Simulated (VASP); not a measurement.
A run of VASP 6.6.1:

File INCAR:

```
SYSTEM = Si
PREC = Accurate
ENCUT = 500
EDIFF = 1E-6
ISMEAR = 0
SIGMA = 0.01
LREAL = .False.
LASPH = .True.
NELM = 120
ALGO = Normal
ISIF = 2
LWAVE = .False.
LCHARG = .True.
GGA = PE
LELF = .True.
LVHAR = .True.
NBANDS = 11
GGA_COMPAT = .False.
```

KPOINTS

```
Automatic mesh
0
Gamma
  4 4 4
  0 0 0
```

The input POSCAR:

```
Si
1.0
    0.0000000000      2.7860638099      2.7860638099
    2.7860638099      0.0000000000      2.7860638099
    2.7860638099      2.7860638099      0.0000000000
Si
2
Direct
    0.0000000000      0.0000000000      0.0000000000
    0.2500000000      0.2500000000      0.2500000000
```

Potentials or basis: VASP PAW PBE potentials, release 64 (Si).

Command:

```sh
$ cat potpaw_PBE.64/Si/POTCAR > POTCAR
$ mpirun -np 1 vasp_std > vasp.out
```

Hardware: 1 thread of AMD EPYC 7R13, on a shared host.

Q: How long does it take, and how much memory?

A: Run time: 10 s on 1 thread of AMD EPYC 7R13, with other jobs on the host, peak memory 0.12 GiB. Counts: scf iterations 12, k points 8.
